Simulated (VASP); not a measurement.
# BaTiO3 (Pm-3m) in VASP: notebook

BaTiO3 is run at these levels: PBE; tasks: single point.

All numbers are computed with VASP 6.6.1; they aren't measurements. Logs are shortened: lines on timing, memory, paths and dates and some standing lists are left out, and cuts for length are marked.

## Step 1: The cell of the first run

Symmetry: Pm-3m, No. 221, cubic system. The conventional cell has a = 4.046 Å, b = 4.046 Å, c = 4.046 Å, α = 90.00°, β = 90.00°, γ = 90.00°. Ba (site symmetry m-3m) has 12 O at 2.86 Å and 8 Ti at 3.50 Å within 3.8 Å. Ti (site symmetry m-3m) has 6 O at 2.02 Å within 2.7 Å. Within 2.7 Å of O (site symmetry 4/mmm) lie 2 Ti at 2.02 Å.

## Step 2: Single point, PBE (13.25 Å³/atom)

Contents of INCAR:

```
ALGO = Normal
EDIFF = 1E-6
ENCUT = 1340
GGA = PE
GGA_COMPAT = False
ISIF = 2
ISMEAR = 0
LASPH = True
LCHARG = True
LELF = True
LREAL = False
LVHAR = True
LWAVE = False
NBANDS = 28
NELM = 120
PREC = Accurate
SIGMA = 0.05
```

Contents of KPOINTS:

```
k-points
0
Gamma
  6 6 6
```

Contents of POSCAR:

```
BaTiO3
1.0
    4.0458817704      0.0000000000      0.0000000000
    0.0000000000      4.0458817704      0.0000000000
    0.0000000000      0.0000000000      4.0458817704
Ba Ti O
1 1 3
Direct
    0.5000000000      0.5000000000      0.5000000000
    0.0000000000      0.0000000000      0.0000000000
    0.5000000000      0.0000000000      0.0000000000
    0.0000000000      0.5000000000      0.0000000000
    0.0000000000      0.0000000000      0.5000000000
```

Potentials or basis: VASP PAW PBE potentials, release 64 (Ba_sv, Ti_sv, O_h).

Command:

```console
$ cat potpaw_PBE.64/Ba_sv/POTCAR potpaw_PBE.64/Ti_sv/POTCAR potpaw_PBE.64/O_h/POTCAR > POTCAR
$ mpirun -np 1 vasp_std > vasp.out
```

OUTCAR:

```text
EDIFF = 1E-6
   ENCUT = 1340
   GGA = PE
   ISIF = 2
   ISMEAR = 0
   LASPH = True
   LREAL = False
   NELM = 120
   PREC = Accurate

 ion  position               nearest neighbor table
   1  0.500  0.500  0.500-   3 2.86   4 2.86   5 2.86   3 2.86   4 2.86   3 2.86   5 2.86   3 2.86
                             4 2.86   5 2.86   4 2.86   5 2.86   2 3.50   2 3.50   2 3.50   2 3.50
   2  0.000  0.000  0.000-   3 2.02   4 2.02   5 2.02   5 2.02   4 2.02   3 2.02   1 3.50   1 3.50
                             1 3.50   1 3.50   1 3.50   1 3.50   1 3.50   1 3.50
   3  0.500  0.000  0.000-   2 2.02   2 2.02   1 2.86   1 2.86   1 2.86   1 2.86
   4  0.000  0.500  0.000-   2 2.02   2 2.02   1 2.86   1 2.86   1 2.86   1 2.86
   5  0.000  0.000  0.500-   2 2.02   2 2.02   1 2.86   1 2.86   1 2.86   1 2.86

  LATTYP: Found a simple cubic cell.
 ALAT       =     4.0458817704

  Lattice vectors:

 A1 = (   4.0458817704,   0.0000000000,   0.0000000000)
 A2 = (   0.0000000000,   4.0458817704,   0.0000000000)
 A3 = (   0.0000000000,   0.0000000000,   4.0458817704)

Analysis of symmetry for initial positions (statically):
=====================================================================
 Subroutine PRICEL returns:
 Original cell was already a primitive cell.

 Routine SETGRP: Setting up the symmetry group for a
 simple cubic supercell.

 Subroutine GETGRP returns: Found 48 space group operations
 (whereof 48 operations were pure point group operations)
 out of a pool of 48 trial point group operations.

The static configuration has the point symmetry O_h .

Analysis of symmetry for dynamics (positions and initial velocities):
=====================================================================
 Subroutine PRICEL returns:
 Original cell was already a primitive cell.

 Routine SETGRP: Setting up the symmetry group for a
 simple cubic supercell.

 Subroutine GETGRP returns: Found 48 space group operations
 (whereof 48 operations were pure point group operations)
 out of a pool of 48 trial point group operations.

The dynamic configuration has the point symmetry O_h .

 Subroutine INISYM returns: Found 48 space group operations
 (whereof 48 operations are pure point group operations),
 and found     1 'primitive' translations

----------------------------------------------------------------------------------------

                                     Primitive cell

  volume of cell :      66.2277

  direct lattice vectors                    reciprocal lattice vectors
     4.045881770  0.000000000  0.000000000     0.247164909  0.000000000  0.000000000
     0.000000000  4.045881770  0.000000000     0.000000000  0.247164909  0.000000000
     0.000000000  0.000000000  4.045881770     0.000000000  0.000000000  0.247164909

  length of vectors
     4.045881770  4.045881770  4.045881770     0.247164909  0.247164909  0.247164909

  position of ions in fractional coordinates (direct lattice)
     0.500000000  0.500000000  0.500000000
     0.000000000  0.000000000  0.000000000
     0.500000000  0.000000000  0.000000000
     0.000000000  0.500000000  0.000000000
     0.000000000  0.000000000  0.500000000

  ion indices of the primitive-cell ions
   primitive index   ion index
                 1           1
                 2           2
                 3           3
                 4           4
                 5           5

----------------------------------------------------------------------------------------

 KPOINTS: k-points

Automatic generation of k-mesh.
 Grid dimensions read from file:
 generate k-points for:    6    6    6

 Generating k-lattice:

  Cartesian coordinates                     Fractional coordinates (reciprocal lattice)
     0.041194152  0.000000000  0.000000000     0.166666667  0.000000000  0.000000000
     0.000000000  0.041194152  0.000000000     0.000000000  0.166666667  0.000000000
     0.000000000  0.000000000  0.041194152     0.000000000  0.000000000  0.166666667

  Length of vectors
     0.041194152  0.041194152  0.041194152

  Shift w.r.t. Gamma in fractional coordinates (k-lattice)
     0.000000000  0.000000000  0.000000000

 Subroutine IBZKPT returns following result:
 ===========================================

 Found     20 irreducible k-points:

 Following reciprocal coordinates:
            Coordinates               Weight
  0.000000  0.000000  0.000000      1.000000
  0.166667  0.000000  0.000000      6.000000
  0.333333  0.000000  0.000000      6.000000
  0.500000  0.000000  0.000000      3.000000
  0.166667  0.166667  0.000000     12.000000
  0.333333  0.166667  0.000000     24.000000
[... 12 lines left out ...]
  0.500000  0.500000  0.333333      6.000000
  0.500000  0.500000  0.500000      1.000000
   k-points           NKPTS =     20   k-points in BZ     NKDIM =     20   number of bands    NBANDS=     28
   number of dos      NEDOS =    301   number of ions     NIONS =      5
   total plane-waves  NPLWV = 110592
   dimension x,y,z NGX =    48 NGY =   48 NGZ =   48
   dimension x,y,z NGXF=    96 NGYF=   96 NGZF=   96
   ions per type =               1   1   3
   NGX,Y,Z   is equivalent  to a cutoff of  19.72, 19.72, 19.72 a.u.
   NGXF,Y,Z  is equivalent  to a cutoff of  39.45, 39.45, 39.45 a.u.
 SYSTEM =  unknown system
   PREC   = accura    normal or accurate (medium, high low for compatibility)
   ISTART =      0    job   : 0-new  1-cont  2-samecut
   ICHARG =      2    charge: 1-file 2-atom 10-const
   ISPIN  =      1    spin polarized calculation?
   LNONCOLLINEAR =      F non collinear calculations
   LSORBIT =      F    spin-orbit coupling
   LASPH  =      T    aspherical Exc in radial PAW
   ENCUT  = 1340.0 eV  98.49 Ry    9.92 a.u.  12.08 12.08 12.08*2*pi/ulx,y,z
   NELM   =    120;   NELMIN=  2; NELMDL= -5     # of ELM steps
   EDIFF  = 0.1E-05   stopping-criterion for ELM
   LREAL  =      F    real-space projection
   EDIFFG = 0.1E-04   stopping-criterion for IOM
   NSW    =      0    number of steps for IOM
   IBRION =     -1    ionic relax: 0-MD 1-quasi-New 2-CG
   NFREE  =      0    steps in history (QN), initial steepest desc. (CG)
   ISIF   =      2    stress and relaxation
   ISYM   =      2    0-nonsym 1-usesym 2-fastsym
   POTIM  = 0.5000    time-step for ionic-motion
   TEBEG  =    0.0;   TEEND  =   0.0 temperature during run
   PSTRESS=    0.0 pullay stress
   NELECT =      40.0000    total number of electrons
   NUPDOWN=      -1.0000    fix difference up-down
   EMIN   =  10.00;   EMAX   =-10.00  energy-range for DOS
   EFERMI =   0.00;   METHOD = LEGACY
   ISMEAR =     0;   SIGMA  =   0.05  broadening in eV -4-tet -1-fermi 0-gaus
   EFERMI_NEDOS =   21; number of points for ismear=-14 and -15
   IALGO  =     38    algorithm
   IMIX   =      4    mixing-type and parameters
     AMIX     =   0.40;   BMIX     =  1.00
     AMIX_MAG =   1.60;   BMIX_MAG =  1.00
  volume/ion in A,a.u.               =      13.25        89.39
  Fermi-wavevector in a.u.,A,eV,Ry     =   1.383826  2.615053 26.054827  1.914976
  Thomas-Fermi vector in A             =   2.508388
   LORBIT       =      0    0 simple, 1 ext, 2 COOP (PROOUT), +10 PAW based schemes
   GGA     = PE    functional components
   LHFCALC =     F    Hartree Fock is set to
   AEXX    =    0.0000 exact exchange contribution
   IVDW    =     0    specifies the selected vdW correction
   LEPSILON=     F    determine dielectric tensor
   LRPA    =     F    only Hartree local field effects (RPA)
 non-spin polarized calculation
 Gauss-broadening in eV      SIGMA  =   0.05
  energy-cutoff  :     1340.00
  volume of cell :       66.23
 maximum number of plane-waves:      7414
   NGX = 25   NGY = 25   NGZ = 25

 number of electron      39.9999997 magnetization

 Free energy of the ion-electron system (eV)
  ---------------------------------------------------
  ext. energy  EPLUGINS =         0.00000000
  ---------------------------------------------------
  free energy    TOTEN  =       -40.00933341 eV

  energy without entropy =      -40.00933341  energy(sigma->0) =      -40.00933341

 E-fermi :   4.2519     XC(G=0): -11.0939

 val. band max:        3.9316897857   @ k =   0.5000   0.5000   0.5000
 cond. band min:       5.6149334738   @ k =   0.0000   0.0000   0.0000
 fundamental gap:      1.6832436881
 Fermi energy:         4.2518733673

 k-point     1 :       0.0000    0.0000    0.0000
  band No.  band energies     occupation
      1     -52.8396      2.00000
      2     -29.0335      2.00000
      3     -29.0335      2.00000
      4     -29.0335      2.00000
      5     -20.9551      2.00000
      6     -12.8809      2.00000
[... 20 lines left out ...]
     27       8.9510      0.00000
     28      10.9747      0.00000

 k-point     2 :       0.1667    0.0000    0.0000
  band No.  band energies     occupation
      1     -52.8394      2.00000
      2     -29.0445      2.00000
      3     -29.0330      2.00000
      4     -29.0330      2.00000
      5     -20.9305      2.00000
      6     -12.8917      2.00000
[... 20 lines left out ...]
     27       9.4628      0.00000
     28      11.6196      0.00000

 k-point     3 :       0.3333    0.0000    0.0000
  band No.  band energies     occupation
      1     -52.8390      2.00000
      2     -29.0665      2.00000
      3     -29.0322      2.00000
      4     -29.0322      2.00000
      5     -20.8806      2.00000
      6     -12.9858      2.00000
[... 20 lines left out ...]
     27      10.6421      0.00000
     28      12.0764      0.00000

 k-point     4 :       0.5000    0.0000    0.0000
  band No.  band energies     occupation
      1     -52.8388      2.00000
      2     -29.0775      2.00000
      3     -29.0318      2.00000
      4     -29.0318      2.00000
      5     -20.8552      2.00000
      6     -13.0541      2.00000
[... 454 lines left out ...]
     27      11.4501      0.00000
     28      11.4619      0.00000

 k-point    19 :       0.5000    0.5000    0.3333
  band No.  band energies     occupation
      1     -52.8374      2.00000
      2     -29.0732      2.00000
      3     -29.0732      2.00000
      4     -29.0622      2.00000
      5     -20.7460      2.00000
      6     -12.1379      2.00000
[... 20 lines left out ...]
     27      11.1416      0.00000
     28      11.2601      0.00000

 k-point    20 :       0.5000    0.5000    0.5000
  band No.  band energies     occupation
      1     -52.8372      2.00000
      2     -29.0728      2.00000
      3     -29.0728      2.00000
      4     -29.0728      2.00000
      5     -20.7315      2.00000
      6     -12.0059      2.00000
[... 20 lines left out ...]
     27      11.2602      0.00000
     28      11.2602      0.00000

------------------------ aborting loop because EDIFF is reached ----------------------------------------

  FORCE on cell =-STRESS in cart. coord.  units (eV):
  Direction    XX          YY          ZZ          XY          YZ          ZX
  --------------------------------------------------------------------------------------
  -------------------------------------------------------------------------------------
  Total       -0.6799343     -0.6799343     -0.6799343     -0.0000000      0.0000000      0.0000000
  in kB      -16.4489420    -16.4489420    -16.4489420     -0.0000000      0.0000000      0.0000000
  external PRESSURE =     -16.4489420 kB  Pullay stress =       0.0000000 kB

 VOLUME and BASIS-vectors are now :
 -----------------------------------------------------------------------------
  energy-cutoff  :     1340.00
  volume of cell :       66.23
      direct lattice vectors                 reciprocal lattice vectors
     4.045881770  0.000000000  0.000000000     0.247164909  0.000000000  0.000000000
     0.000000000  4.045881770  0.000000000     0.000000000  0.247164909  0.000000000
     0.000000000  0.000000000  4.045881770     0.000000000  0.000000000  0.247164909

 POSITION                                       TOTAL-FORCE (eV/Angst)
 -----------------------------------------------------------------------------------
      2.02294      2.02294      2.02294         0.000000      0.000000      0.000000
      0.00000      0.00000      0.00000         0.000000      0.000000      0.000000
      2.02294      0.00000      0.00000         0.000000      0.000000      0.000000
      0.00000      2.02294      0.00000         0.000000      0.000000      0.000000
      0.00000      0.00000      2.02294         0.000000      0.000000      0.000000
 -----------------------------------------------------------------------------------
    total drift:                                0.000000      0.000000      0.000000

  FREE ENERGIE OF THE ION-ELECTRON SYSTEM (eV)
  ---------------------------------------------------
  free  energy   TOTEN  =       -40.0093334096 eV

  energy  without entropy=      -40.0093334096  energy(sigma->0) =      -40.00933341
```

Run time: 2.3 min. Hardware: 1 thread of Intel Xeon Platinum 8259CL at 2.50GHz (Skylake/Cascade Lake), shared host; peak memory 0.42 GiB.

What came out:

```
Free energy            : -40.0093 eV
Pressure               : -1.6 GPa
Band gap on the k mesh : 1.68 eV (least direct gap 1.85 eV)
```

Caveat: spin-orbit coupling is left out, which moves the levels of the heavy elements. A k mesh can miss the band edges.

## Step 3: Single point, PBE (12.47 Å³/atom)

This run uses another cell than the first one, of 12.47 Å³/atom.

Contents of INCAR:

```
SYSTEM = BaTiO3
ALGO = Normal
EDIFF = 1E-6
ENCUT = 1340
GGA = PE
GGA_COMPAT = .False.
ISIF = 2
ISMEAR = 0
LASPH = .True.
LCHARG = .False.
LREAL = .False.
LWAVE = .False.
NBANDS = 28
NELM = 120
PREC = Accurate
SIGMA = 0.05
```

Contents of KPOINTS:

```
k-points
0
Gamma
  6 6 6
  0 0 0
```

POSCAR: that of step 2 with these lines changed.

```diff
@@ -2,5 +2,5 @@
 1.0
-    4.0458817704      0.0000000000      0.0000000000
-    0.0000000000      4.0458817704      0.0000000000
-    0.0000000000      0.0000000000      4.0458817704
+    3.9649423279      0.0000000000      0.0000000000
+    0.0000000000      3.9649423279      0.0000000000
+    0.0000000000      0.0000000000      3.9649423279
 Ba Ti O
```

Potentials or basis: VASP PAW PBE potentials, release 64 (Ba_sv, Ti_sv, O_h).

Command:

```console
$ cat potpaw_PBE.64/Ba_sv/POTCAR potpaw_PBE.64/Ti_sv/POTCAR potpaw_PBE.64/O_h/POTCAR > POTCAR
$ mpirun -np 1 vasp_std > vasp.out
```

It took 1.9 min on 1 thread of AMD EPYC 7R13 (Zen 3), shared host; peak memory 0.38 GiB.

It converged, with:

* Free energy: -39.9197 eV
* Pressure: 9.1 GPa
* Band gap on the k mesh: 1.80 eV (least direct gap 1.92 eV)

Levels at points of the mesh, in eV from the valence-band top:
| k point | band 18 | band 19 | band 20 | band 21 | band 22 | band 23 |
| --- | --- | --- | --- | --- | --- | --- |
| (0.00, 0.00, 0.00) | -0.12 | -0.12 | -0.12 | 1.80 | 1.80 | 1.80 |
| (0.50, 0.00, 0.00) | -1.86 | -0.71 | -0.71 | 1.98 | 3.63 | 3.63 |
| (0.50, 0.50, 0.00) | -0.85 | -0.85 | -0.09 | 3.64 | 3.64 | 4.07 |
| (0.50, 0.50, 0.50) | 0.00 | 0.00 | 0.00 | 4.34 | 4.34 | 4.34 |

Caveat: the cell stands under pressure; spin-orbit coupling is left out, which moves the levels of the heavy elements.

## Step 4: Single point, PBE, collinear spin

This run uses another cell than the first one: it holds 10 atoms, not 5.

Contents of INCAR:

```
PREC = Accurate
ENCUT = 520
EDIFF = 1E-6
ISMEAR = 0
SIGMA = 0.05
LREAL = F
LASPH = T
NELM = 150
ALGO = Normal
ISIF = 2
LWAVE = F
LCHARG = F
ISPIN = 2
MAGMOM = 0 0 1 -1 0 0 0 0 0 0
LORBIT = 11
LMAXMIX = 4
GGA = PE
NBANDS = 55
```

Contents of KPOINTS:

```
regular mesh
0
Gamma
  6 6 6
```

Contents of POSCAR:

```
BaTiO3
1.0
    0.0000000000      4.0192633565      4.0192633565
    4.0192633565      0.0000000000      4.0192633565
    4.0192633565      4.0192633565      0.0000000000
Ba Ti O
2 2 6
Direct
    0.2500000000      0.2500000000      0.2500000000
    0.7500000000      0.7500000000      0.7500000000
    0.0000000000      0.0000000000      0.0000000000
    0.5000000000      0.5000000000      0.5000000000
   -0.2500000000      0.2500000000      0.2500000000
    0.2500000000     -0.2500000000      0.2500000000
    0.2500000000      0.2500000000     -0.2500000000
    0.2500000000      0.7500000000      0.7500000000
    0.7500000000      0.2500000000      0.7500000000
    0.7500000000      0.7500000000      0.2500000000
```

Potentials or basis: VASP PAW PBE potentials, release 64 (Ba_sv, Ti_sv, O).

Command:

```console
$ cat potpaw_PBE.64/Ba_sv/POTCAR potpaw_PBE.64/Ti_sv/POTCAR potpaw_PBE.64/O/POTCAR > POTCAR
$ mpirun -np 1 vasp_std > vasp.out
```

It took 4.3 min on 1 thread of Oxide Virtual Turin-like, shared host; peak memory 0.38 GiB.

It converged, with:

* Free energy: -79.9637 eV
* Pressure: 1.7 GPa
* Band gap on the k mesh: 1.72 eV
* Net moment: 0.00 μB per cell
* Valence electrons inside the program's atomic spheres: Ba 7.98; Ti 10.15; O 5.03

Levels at points of the mesh, in eV from the valence-band top:
Spin up:
```csv
k point,band 36,band 37,band 38,band 39,band 40,band 41,band 42,band 43,band 44,band 45
"(0.00, 0.00, 0.00)",-0.16,-0.16,0.00,0.00,0.00,1.72,1.72,1.72,3.82,3.82
"(0.50, 0.00, 0.00)",-0.72,-0.72,-0.72,-0.57,-0.57,3.10,3.10,3.11,3.11,3.11
"(0.50, 0.50, 0.00)",-0.88,-0.88,-0.71,-0.71,-0.09,1.87,3.42,3.42,3.43,3.43
```
Spin down:
| k point | band 36 | band 37 | band 38 | band 39 | band 40 | band 41 | band 42 | band 43 | band 44 | band 45 |
| --- | --- | --- | --- | --- | --- | --- | --- | --- | --- | --- |
| (0.00, 0.00, 0.00) | -0.16 | -0.16 | 0.00 | 0.00 | 0.00 | 1.72 | 1.72 | 1.72 | 3.82 | 3.82 |
| (0.50, 0.00, 0.00) | -0.72 | -0.72 | -0.72 | -0.57 | -0.57 | 3.10 | 3.10 | 3.11 | 3.11 | 3.11 |
| (0.50, 0.50, 0.00) | -0.88 | -0.88 | -0.71 | -0.71 | -0.09 | 1.87 | 3.42 | 3.42 | 3.43 | 3.43 |

Caveat: spin-orbit coupling is left out, which moves the levels of the heavy elements. A k mesh can miss the band edges.

## Step 5: The runs side by side

| potentials or basis | spin | cell | cutoff (eV) | gap on the mesh (eV) | pressure (GPa) |
| --- | --- | --- | --- | --- | --- |
| VASP PAW PBE potentials, release 64 (Ba_sv, Ti_sv, O_h) | off | a = 4.046 Å, 5 atoms, atomic positions A | 1340 | 1.68 | -1.6 |
| VASP PAW PBE potentials, release 64 (Ba_sv, Ti_sv, O_h) | off | a = 3.965 Å, 5 atoms, atomic positions A | 1340 | 1.80 | 9.1 |
| VASP PAW PBE potentials, release 64 (Ba_sv, Ti_sv, O) | collinear | a = 5.684 Å, angles 60.0°, 10 atoms, atomic positions B | 520 | 1.72 | 1.7 |

Alike in all rows: task single point; level PBE; k mesh 6 × 6 × 6; smearing gaussian 0.05 eV.

Caveats: spin-orbit coupling is left out, which moves the levels of the heavy elements; the cell stands under pressure (at least some runs).

Absolute energies hang on the potentials; compare differences alone.
